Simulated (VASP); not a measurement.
# AgO (F-43m) in VASP: a series of runs

The runs below take AgO through relaxation of cell and atoms, with PBEsol.

Everything below comes from runs of VASP 6.6.1. Logs are shortened: lines on timing, memory, paths and dates and some standing lists are left out, and cuts for length are marked.

### Step 1. The cell of the first run

It takes space group F-43m (No. 216, cubic). Conventional cell: a = 4.918 Å, b = 4.918 Å, c = 4.918 Å, α = 90.00°, β = 90.00°, γ = 90.00°. Ag (site symmetry -43m) has 4 O at 2.13 Å within 2.8 Å. Within 2.8 Å of O (site symmetry -43m) lie 4 Ag at 2.13 Å.

### Step 2. Relaxation of cell and atoms, PBEsol, target pressure 2 GPa, at which the enthalpy is minimised

Contents of INCAR:

```
SYSTEM = AgO
ALGO = Normal
EDIFF = 1E-6
EDIFFG = -0.008
ENCUT = 600
GGA = PS
IBRION = 2
ISIF = 3
ISMEAR = 0
LASPH = .TRUE.
LCHARG = .FALSE.
LREAL = .FALSE.
LWAVE = .FALSE.
NELM = 100
NSW = 70
PREC = Accurate
PSTRESS = 20.0
SIGMA = 0.1
```

Contents of KPOINTS:

```
k-points
0
G
  14 14 14
  0 0 0
```

Contents of POSCAR:

```
AgO
1.0
    0.0000000000      2.4590128305      2.4590128305
    2.4590128305      0.0000000000      2.4590128305
    2.4590128305      2.4590128305      0.0000000000
Ag O
1 1
Direct
    0.0000000000      0.0000000000      0.0000000000
    0.7500000000      0.7500000000      0.7500000000
```

Potentials or basis: VASP PAW PBE potentials, release 64 (Ag, O).

Launch:

```console
cat potpaw_PBE.64/Ag/POTCAR potpaw_PBE.64/O/POTCAR > POTCAR
mpirun -np 1 vasp_std > vasp.out
```

OUTCAR:

```text
SYSTEM = AgO
   EDIFF = 1E-6
   EDIFFG = -0.008
   ENCUT = 600
   GGA = PS
   IBRION = 2
   ISIF = 3
   ISMEAR = 0
   LASPH = .TRUE.
   LREAL = .FALSE.
   NELM = 100
   NSW = 70
   PREC = Accurate
   PSTRESS = 20.0

 ion  position               nearest neighbor table
   1  0.000  0.000  0.000-   2 2.13   2 2.13   2 2.13   2 2.13
   2  0.750  0.750  0.750-   1 2.13   1 2.13   1 2.13   1 2.13

  LATTYP: Found a face centered cubic cell.
 ALAT       =     4.9180256610

  Lattice vectors:

 A1 = (   0.0000000000,   2.4590128305,   2.4590128305)
 A2 = (   2.4590128305,   0.0000000000,   2.4590128305)
 A3 = (   2.4590128305,   2.4590128305,   0.0000000000)

Analysis of symmetry for initial positions (statically):
=====================================================================
 Subroutine PRICEL returns:
 Original cell was already a primitive cell.

 Routine SETGRP: Setting up the symmetry group for a
 face centered cubic supercell.

 Subroutine GETGRP returns: Found 24 space group operations
 (whereof 24 operations were pure point group operations)
 out of a pool of 48 trial point group operations.

The static configuration has the point symmetry T_d .

Analysis of symmetry for dynamics (positions and initial velocities):
=====================================================================
 Subroutine PRICEL returns:
 Original cell was already a primitive cell.

 Routine SETGRP: Setting up the symmetry group for a
 face centered cubic supercell.

 Subroutine GETGRP returns: Found 24 space group operations
 (whereof 24 operations were pure point group operations)
 out of a pool of 48 trial point group operations.

The dynamic configuration has the point symmetry T_d .

 Subroutine INISYM returns: Found 24 space group operations
 (whereof 24 operations are pure point group operations),
 and found     1 'primitive' translations

----------------------------------------------------------------------------------------

                                     Primitive cell

  volume of cell :      29.7380

  direct lattice vectors                    reciprocal lattice vectors
     0.000000000  2.459012830  2.459012830    -0.203333628  0.203333628  0.203333628
     2.459012830  0.000000000  2.459012830     0.203333628 -0.203333628  0.203333628
     2.459012830  2.459012830  0.000000000     0.203333628  0.203333628 -0.203333628

  length of vectors
     3.477569295  3.477569295  3.477569295     0.352184174  0.352184174  0.352184174

  position of ions in fractional coordinates (direct lattice)
     0.000000000  0.000000000  0.000000000
     0.750000000  0.750000000  0.750000000

  ion indices of the primitive-cell ions
   primitive index   ion index
                 1           1
                 2           2

----------------------------------------------------------------------------------------

 KPOINTS: k-points

Automatic generation of k-mesh.
 Grid dimensions read from file:
 generate k-points for:   14   14   14

 Generating k-lattice:

  Cartesian coordinates                     Fractional coordinates (reciprocal lattice)
    -0.014523831  0.014523831  0.014523831     0.071428571  0.000000000  0.000000000
     0.014523831 -0.014523831  0.014523831     0.000000000  0.071428571  0.000000000
     0.014523831  0.014523831 -0.014523831     0.000000000  0.000000000  0.071428571

  Length of vectors
     0.025156012  0.025156012  0.025156012

  Shift w.r.t. Gamma in fractional coordinates (k-lattice)
     0.000000000  0.000000000  0.000000000

 Subroutine IBZKPT returns following result:
 ===========================================

 Found    104 irreducible k-points:

 Following reciprocal coordinates:
            Coordinates               Weight
  0.000000  0.000000  0.000000      1.000000
  0.071429  0.000000  0.000000      8.000000
  0.142857  0.000000  0.000000      8.000000
  0.214286  0.000000  0.000000      8.000000
  0.285714  0.000000  0.000000      8.000000
  0.357143  0.000000  0.000000      8.000000
[... 16 lines left out ...]
  0.214286  0.142857  0.000000     24.000000
  0.285714  0.142857  0.000000     24.000000
 [... further k-points ...]
   k-points           NKPTS =    104   k-points in BZ     NKDIM =    104   number of bands    NBANDS=     12
   number of dos      NEDOS =    301   number of ions     NIONS =      2
   total plane-waves  NPLWV =  21952
   dimension x,y,z NGX =    28 NGY =   28 NGZ =   28
   dimension x,y,z NGXF=    56 NGYF=   56 NGZF=   56
   ions per type =               1   1
   NGX,Y,Z   is equivalent  to a cutoff of  13.39, 13.39, 13.39 a.u.
   NGXF,Y,Z  is equivalent  to a cutoff of  26.77, 26.77, 26.77 a.u.
 SYSTEM =  AgO
   PREC   = accura    normal or accurate (medium, high low for compatibility)
   ISTART =      0    job   : 0-new  1-cont  2-samecut
   ICHARG =      2    charge: 1-file 2-atom 10-const
   ISPIN  =      1    spin polarized calculation?
   LNONCOLLINEAR =      F non collinear calculations
   LSORBIT =      F    spin-orbit coupling
   LASPH  =      T    aspherical Exc in radial PAW
   ENCUT  =  600.0 eV  44.10 Ry    6.64 a.u.   6.95  6.95  6.95*2*pi/ulx,y,z
   NELM   =    100;   NELMIN=  2; NELMDL= -5     # of ELM steps
   EDIFF  = 0.1E-05   stopping-criterion for ELM
   LREAL  =      F    real-space projection
   EDIFFG = -.8E-02   stopping-criterion for IOM
   NSW    =     70    number of steps for IOM
   IBRION =      2    ionic relax: 0-MD 1-quasi-New 2-CG
   NFREE  =      1    steps in history (QN), initial steepest desc. (CG)
   ISIF   =      3    stress and relaxation
   ISYM   =      2    0-nonsym 1-usesym 2-fastsym
   POTIM  = 0.5000    time-step for ionic-motion
   TEBEG  =    0.0;   TEEND  =   0.0 temperature during run
   PSTRESS=   20.0 pullay stress
   NELECT =      17.0000    total number of electrons
   NUPDOWN=      -1.0000    fix difference up-down
   EMIN   =  10.00;   EMAX   =-10.00  energy-range for DOS
   EFERMI =   0.00;   METHOD = LEGACY
   ISMEAR =     0;   SIGMA  =   0.10  broadening in eV -4-tet -1-fermi 0-gaus
   EFERMI_NEDOS =   21; number of points for ismear=-14 and -15
   IALGO  =     38    algorithm
   IMIX   =      4    mixing-type and parameters
     AMIX     =   0.40;   BMIX     =  1.00
     AMIX_MAG =   1.60;   BMIX_MAG =  1.00
  volume/ion in A,a.u.               =      14.87       100.34
  Fermi-wavevector in a.u.,A,eV,Ry     =   1.358690  2.567552 25.116875  1.846038
  Thomas-Fermi vector in A             =   2.485502
   LORBIT       =      0    0 simple, 1 ext, 2 COOP (PROOUT), +10 PAW based schemes
   GGA     = PS    functional components
   LHFCALC =     F    Hartree Fock is set to
   AEXX    =    0.0000 exact exchange contribution
   IVDW    =     0    specifies the selected vdW correction
   LEPSILON=     F    determine dielectric tensor
   LRPA    =     F    only Hartree local field effects (RPA)
 conjugate gradient relaxation of ions
 non-spin polarized calculation
 Gauss-broadening in eV      SIGMA  =   0.10
  energy-cutoff  :      600.00
  volume of cell :       29.74
 maximum number of plane-waves:      1010
   NGX = 13   NGY = 13   NGZ = 13

--------------------------------------- Ionic step        1  -------------------------------------------

 number of electron      17.0000007 magnetization

 Free energy of the ion-electron system (eV)
  ---------------------------------------------------
  ext. energy  EPLUGINS =         0.00000000
  ---------------------------------------------------
  free energy    TOTEN  =        -8.08131528 eV

  energy without entropy =       -8.06963232  energy(sigma->0) =       -8.07547380

------------------------ aborting loop because EDIFF is reached ----------------------------------------

  FORCE on cell =-STRESS in cart. coord.  units (eV):
  Direction    XX          YY          ZZ          XY          YZ          ZX
  --------------------------------------------------------------------------------------
  -------------------------------------------------------------------------------------
  Total        0.3530376      0.3530376      0.3530376     -0.0000000     -0.0000000      0.0000000
  in kB       19.0203785     19.0203785     19.0203785     -0.0000000     -0.0000000      0.0000000
  external PRESSURE =      -0.9796215 kB  Pullay stress =      20.0000000 kB

 VOLUME and BASIS-vectors are now :
 -----------------------------------------------------------------------------
  energy-cutoff  :      600.00
  volume of cell :       29.74
      direct lattice vectors                 reciprocal lattice vectors
     0.000000000  2.459012830  2.459012830    -0.203333628  0.203333628  0.203333628
     2.459012830  0.000000000  2.459012830     0.203333628 -0.203333628  0.203333628
     2.459012830  2.459012830  0.000000000     0.203333628  0.203333628 -0.203333628

 POSITION                                       TOTAL-FORCE (eV/Angst)
 -----------------------------------------------------------------------------------
      0.00000      0.00000      0.00000         0.000000      0.000000      0.000000
      3.68852      3.68852      3.68852        -0.000000     -0.000000     -0.000000
 -----------------------------------------------------------------------------------
    total drift:                               -0.000000     -0.000000     -0.000000

  FREE ENERGIE OF THE ION-ELECTRON SYSTEM (eV)
  ---------------------------------------------------
  free  energy   TOTEN  =        -8.0813152811 eV

  energy  without entropy=       -8.0696323180  energy(sigma->0) =       -8.07547380

  enthalpy is  TOTEN    =        -7.7100949162 eV   P V=        0.3712203649

--------------------------------------- Ionic step        2  -------------------------------------------

 number of electron      17.0000007 magnetization

 Free energy of the ion-electron system (eV)
  ---------------------------------------------------
  ext. energy  EPLUGINS =         0.00000000
  ---------------------------------------------------
  free energy    TOTEN  =        -8.08082533 eV

  energy without entropy =       -8.06916476  energy(sigma->0) =       -8.07499505

 E-fermi :   4.0213     XC(G=0): -10.9408

 val. band max:        4.0206740071   @ k =  -0.4286   0.0714   0.0000
 cond. band min:       4.0344137160   @ k =   0.1429   0.0714   0.0000
 fundamental gap:      0.0137397088
 Fermi energy:         4.0213102341

 k-point     1 :       0.0000    0.0000    0.0000
  band No.  band energies     occupation
      1     -13.9120      2.00000
      2      -1.5822      2.00000
      3      -1.5822      2.00000
      4      -1.5822      2.00000
      5       0.9553      2.00000
      6       0.9553      2.00000
      7       4.2905      0.00014
      8       4.8638      0.00000
      9       4.8638      0.00000
     10       4.8638      0.00000
     11      17.7791      0.00000
     12      17.7791      0.00000

 k-point     2 :       0.0714    0.0000    0.0000
  band No.  band energies     occupation
      1     -13.8957      2.00000
      2      -1.5971      2.00000
      3      -1.5589      2.00000
      4      -1.5589      2.00000
      5       0.9484      2.00000
      6       0.9484      2.00000
      7       4.2115      0.00716
      8       4.8329      0.00000
      9       4.8329      0.00000
     10       4.9980      0.00000
     11      17.1905      0.00000
     12      17.8213      0.00000
[... 301 lines left out ...]
 k-point    23 :       0.2143    0.1429    0.0000
  band No.  band energies     occupation
      1     -13.7814      2.00000
      2      -1.7390      2.00000
      3      -1.3259      2.00000
      4      -1.3208      2.00000
      5       0.7767      2.00000
      6       1.0417      2.00000
      7       3.7780      1.99942
      8       4.3738      0.00000
      9       4.4185      0.00000
     10       6.1487      0.00000
     11      15.6782      0.00000
     12      17.2818      0.00000

 k-point    24 :       0.2857    0.1429    0.0000
  band No.  band energies     occupation
      1     -13.7191      2.00000
      2      -1.6908      2.00000
      3      -1.2268      2.00000
      4      -1.2166      2.00000
      5       0.7695      2.00000
      6       1.0735      2.00000
      7       3.2496      2.00000
      8       4.1709      0.03443
      9       4.2781      0.00028
     10       6.8845      0.00000
     11      14.4779      0.00000
     12      17.0064      0.00000

 [... further k-points ...]

------------------------ aborting loop because EDIFF is reached ----------------------------------------

  FORCE on cell =-STRESS in cart. coord.  units (eV):
  Direction    XX          YY          ZZ          XY          YZ          ZX
  --------------------------------------------------------------------------------------
  -------------------------------------------------------------------------------------
  Total        0.3818028      0.3818028      0.3818028      0.0000000      0.0000000      0.0000000
  in kB       20.5972313     20.5972313     20.5972313      0.0000000      0.0000000      0.0000000
  external PRESSURE =       0.5972313 kB  Pullay stress =      20.0000000 kB

 VOLUME and BASIS-vectors are now :
 -----------------------------------------------------------------------------
  energy-cutoff  :      600.00
  volume of cell :       29.70
      direct lattice vectors                 reciprocal lattice vectors
     0.000000000  2.457934326  2.457934326    -0.203422848  0.203422848  0.203422848
     2.457934326  0.000000000  2.457934326     0.203422848 -0.203422848  0.203422848
     2.457934326  2.457934326  0.000000000     0.203422848  0.203422848 -0.203422848

 POSITION                                       TOTAL-FORCE (eV/Angst)
 -----------------------------------------------------------------------------------
      0.00000      2.45793      2.45793        -0.000000     -0.000000     -0.000000
      3.68690      3.68690      3.68690         0.000000      0.000000      0.000000
 -----------------------------------------------------------------------------------
    total drift:                               -0.000000     -0.000000     -0.000000

  FREE ENERGIE OF THE ION-ELECTRON SYSTEM (eV)
  ---------------------------------------------------
  free  energy   TOTEN  =        -8.0808253333 eV

  energy  without entropy=       -8.0691647605  energy(sigma->0) =       -8.07499505

  enthalpy is  TOTEN    =        -7.7100931978 eV   P V=        0.3707321355

 reached required accuracy - stopping structural energy minimisation
```

Wall time 41 s (1 thread of Intel Xeon Platinum 8124M at 3.00GHz (Skylake/Cascade Lake), shared host); peak memory 0.2 GiB.

Results:

```yaml
Free_energy: -8.0808 eV
Relaxed_volume: 14.85 Å³/atom
Relaxed_cell: a = 3.476 Å, b = 3.476 Å, c = 3.476 Å, α = 60.00°, β = 60.00°, γ = 60.00°
Space_group_after_relaxing_to_0.05_Å: F-43m (No. 216)
Energy_change_on_relaxing_the_enthalpy_is_what_falls: +0.2 meV/atom
Ionic_steps: 2
Pressure_after_relaxing: 2.1 GPa
```

The path:
| step | energy change (eV) | largest force (eV/Å) | pressure (GPa) | volume (Å³) |
| --- | --- | --- | --- | --- |
| 1 | 0.0000 | 0.0000 | 1.90 | 29.74 |
| 2 | 0.0005 | 0.0000 | 2.06 | 29.70 |

Final structure:
```cif
data_structure
_symmetry_space_group_name_H-M 'P 1'
_symmetry_Int_Tables_number 1
_cell_length_a 3.4760
_cell_length_b 3.4760
_cell_length_c 3.4760
_cell_angle_alpha 60.000
_cell_angle_beta 60.000
_cell_angle_gamma 60.000
_cell_volume 29.70
loop_
_atom_site_label
_atom_site_type_symbol
_atom_site_fract_x
_atom_site_fract_y
_atom_site_fract_z
_atom_site_occupancy
Ag1 Ag 0.00000 0.00000 0.00000 1
O1 O 0.75000 0.75000 0.75000 1
```

Caveat: the cell is relaxed towards a set pressure, so the enthalpy falls and the energy may rise; the PAW data sets were made with another functional, which shifts forces and pressure a little; an odd number of electrons without spin polarisation forces a metal; a magnetic or distorted state may lie lower.

### Step 3. Relaxation of cell and atoms, PBEsol, target pressure -2 GPa, at which the enthalpy is minimised

This run uses another cell than the first one, of 15.45 Å³/atom, 1.039 times its volume.

Contents of INCAR:

```
SYSTEM = AgO
ALGO = Normal
EDIFF = 1E-7
EDIFFG = -0.008
ENCUT = 600
GGA = PS
IBRION = 2
ISIF = 3
ISMEAR = 0
LASPH = .TRUE.
LCHARG = .FALSE.
LREAL = .FALSE.
LWAVE = .FALSE.
NELM = 60
NSW = 70
PREC = Accurate
PSTRESS = -20.0
SIGMA = 0.1
```

KPOINTS is that of step 2.

Contents of POSCAR:

```
AgO
1.0
    0.0000000000      2.4907414637      2.4907414637
    2.4907414637      0.0000000000      2.4907414637
    2.4907414637      2.4907414637      0.0000000000
Ag O
1 1
Direct
    0.0000000000      0.0000000000      0.0000000000
    0.7500000000      0.7500000000      0.7500000000
```

Potentials or basis: VASP PAW PBE potentials, release 64 (Ag, O).

Launch:

```console
cat potpaw_PBE.64/Ag/POTCAR potpaw_PBE.64/O/POTCAR > POTCAR
mpirun -np 1 vasp_std > vasp.out
```

Run time: 47 s. Hardware: 1 thread of Intel Xeon Platinum 8124M at 3.00GHz (Skylake/Cascade Lake), shared host; peak memory 0.2 GiB.

Results (log left out):

| Item | Value |
| --- | --- |
| Free energy | -8.0826 eV |
| Relaxed volume | 15.41 Å³/atom |
| Relaxed cell | a = 3.519 Å, b = 3.519 Å, c = 3.519 Å, α = 60.00°, β = 60.00°, γ = 60.00° |
| Space group after relaxing (to 0.05 Å) | F-43m (No. 216) |
| Energy change on relaxing (the enthalpy is what falls) | -0.6 meV/atom |
| Ionic steps | 2 |
| Pressure after relaxing | -1.9 GPa |

The path:
```
step  energy change (eV)  largest force (eV/Å)  pressure (GPa)  volume (Å³)
   1              0.0000                0.0000           -2.22        30.90
   2             -0.0012                0.0000           -1.92        30.81
```

Final structure:
```xyz
2
Lattice="0.0000 2.4882 2.4882 2.4882 0.0000 2.4882 2.4882 2.4882 0.0000" Properties=species:S:1:pos:R:3 pbc="T T T"
Ag    2.4882    2.4882    0.0000
O     3.7323    3.7323    3.7323
```

Levels at points of the mesh, in eV from the Fermi level:
```tsv
k point	band 5	band 6	band 7	band 8	band 9	band 10	band 11	band 12
(0.00, 0.00, 0.00)	-2.95	-2.95	0.32	0.80	0.80	0.80	13.58	13.58
(0.50, 0.00, 0.00)	-2.79	-2.79	-2.63	-0.02	-0.02	5.27	6.73	13.43
(0.50, 0.50, 0.00)	-3.10	-2.65	-1.71	-1.26	-1.26	5.88	8.48	11.19
```

Caveat: the cell is relaxed towards a set pressure, so the enthalpy falls and the energy may rise; the PAW data sets were made with another functional, which shifts forces and pressure a little; an odd number of electrons without spin polarisation forces a metal; a magnetic or distorted state may lie lower.

(Part 1 of 2 ends here.)
